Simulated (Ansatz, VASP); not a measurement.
# Ni in VASP and in Ansatz

File INCAR:

```
SYSTEM = Ni
PREC     = Accurate       ! precision mode
ENCUT    = 520            ! plane-wave cutoff, eV
EDIFF    = 1E-7           ! SCF threshold, eV
ISMEAR   = -1             ! smearing method
SIGMA    = 0.05           ! smearing width, eV
LREAL    = .False.        ! projectors in reciprocal space
LASPH    = .True.         ! aspherical terms in the spheres
NELM     = 150            ! most SCF steps
ALGO     = Normal         ! electronic algorithm
ISIF     = 2              ! what is computed and relaxed
LWAVE    = .False.        ! write WAVECAR
LCHARG   = .False.        ! write CHGCAR
ISPIN    = 2              ! spin polarisation
MAGMOM   = 0.672          ! initial moments
LORBIT   = 11             ! projections on sites
LMAXMIX  = 4              ! l up to which the mixer works
GGA      = PE             ! functional
NBANDS   = 15             ! bands
```

KPOINTS

```
Automatic mesh
0
Gamma
  2 2 2
  0 0 0
```

POSCAR

```
Ni
1.0
    0.0000000000      1.7596893266      1.7596893266
    1.7596893266      0.0000000000      1.7596893266
    1.7596893266      1.7596893266      0.0000000000
Ni
1
Direct
    0.0000000000      0.0000000000      0.0000000000
```

Input for Ansatz:

```yaml
crystal:
  lattice:
    - [0.0, 1.7596893266, 1.7596893266]
    - [1.7596893266, 0.0, 1.7596893266]
    - [1.7596893266, 1.7596893266, 0.0]
  atoms:
    - { symbol: Ni, position: [0.0, 0.0, 0.0], spin: 0.672 }
hamiltonian:
  xc: pbe
  pseudopotentials:
    kind: paw
    azcp:
      Ni: "pseudopotentials/Ni.paw.azcp"
basis:
  ecutwfc: 420
  fft_grid_basis: typed
kpoints:
  mp_grid: { grid: [2, 2, 2], shift: [0, 0, 0] }
magnetization:
  spin_polarized: true
scf:
  occupations: { method: fermi_dirac, width: 0.05 }
  lower_state_search: "off"
output:
  stress: true
  write_density: true
  write_potential: true
  elf: true
  volumetric_format: npy
```

Alike in both runs: task single point; functional PBE; k mesh 2 × 2 × 2; occupations fermi-dirac, width 0.05 eV; collinear spin.

```csv
,VASP,Ansatz
version,VASP 6.6.1,Ansatz 0.2.0
potentials or method,"VASP PAW PBE potentials, release 64 (Ni), cutoff 520 eV","plane waves (420 eV) with PAW, scalar-relativistic"
valence electrons in the cell,10,18
```

```csv
,VASP,Ansatz,Ansatz less VASP
net moment per atom (μB),1.25,1.25,0.000
size of the moment on the site where the two differ most (μB),1.25,1.29,+0.034
```

Site moments also hang on the region over which each program counts them. VASP's potentials hold 10 valence electrons a cell and Ansatz's 18, so a difference there can come from the potentials and not from the codes.

The k mesh is coarse, so the values compare programs but aren't converged.
